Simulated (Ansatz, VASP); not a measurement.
One calculation of MgI2, two programs

```
Mg I
1.0
     0.00000    3.75572    3.68474
     3.75572    0.00000    3.68474
     3.75572    3.75572    0.00000
Mg I
1 2
Direct
  0.00000 0.00000 0.00000
  0.25000 0.25000 0.25000
  0.75000 0.75000 0.75000
```

Change from the starting cell: uniaxial_z strain -1.9%.

Alike in both runs: task single point; functional PBE; k mesh 6 × 6 × 6; occupations fermi-dirac, width 0.02 eV; no spin polarisation.

|  | VASP | Ansatz |
| --- | --- | --- |
| version | VASP 6.6.1 | Ansatz 0.2.0 |
| potentials or method | VASP PAW PBE potentials, release 64 (Mg, I) | plane waves, PAW |
| plane-wave cutoff (eV) | 520 | 420 |
| valence electrons in the cell | 16 | 44 |

```tsv
	VASP	Ansatz	Ansatz less VASP
pressure (GPa)	0.8	0.8	+0.04
traceless stress, the component that is largest in VASP (GPa)	1.18	1.18	0.000
```

VASP's potentials hold 16 valence electrons a cell and Ansatz's 44, so a difference there can come from the potentials and not from the codes.

Neither program's run includes spin-orbit coupling.
